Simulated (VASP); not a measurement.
A run of VASP 6.6.1 is set up as follows.

INCAR

```
SYSTEM = C
PREC = Accurate
ENCUT = 520
EDIFF = 1E-6
ISMEAR = 0
SIGMA = 0.05
LREAL = .False.
LASPH = .True.
NELM = 80
ALGO = Normal
ISIF = 2
LWAVE = .False.
LCHARG = .True.
GGA = PE
LELF = .True.
LVHAR = .True.
NBANDS = 36
```

Contents of KPOINTS:

```
Automatic mesh
0
Gamma
  12 12 2
  0 0 0
```

The input POSCAR:

```
C
1.0
    2.4953402903     -0.0462520145     -0.0462520145
   -1.2877255647      2.1841540897     -0.0169294123
   -0.2280742143     -0.2280742143     12.3048213715
C
12
Direct
    0.0000000000      0.0000000000      0.1868593266
    0.0000000000      0.0000000000      0.6868593266
    0.0000000000      0.0000000000      0.3131406734
    0.0000000000      0.0000000000      0.8131406734
    0.3333333333      0.6666666667      0.5207665411
    0.6666666667      0.3333333333      0.0207665411
    0.3333333333      0.6666666667      0.9792334589
    0.6666666667      0.3333333333      0.4792334589
    0.3333333333      0.6666666667      0.6450950823
    0.6666666667      0.3333333333      0.1450950823
    0.3333333333      0.6666666667      0.8549049177
    0.6666666667      0.3333333333      0.3549049177
```

Potentials or basis: VASP PAW PBE potentials, release 64 (C).

Run with:

```bash
$ cat potpaw_PBE.64/C/POTCAR > POTCAR
$ mpirun -np 1 vasp_std > vasp.out
```

(1) Predict the largest force.

(2) What does it give for the pressure?

(3) Predict the band gap on the k mesh.

## Answers

(1) 0.525 eV/Å.

(2) 15.9 GPa.

(3) 3.57 eV (least direct gap 4.65 eV).

Caveat: the cell stands under pressure.
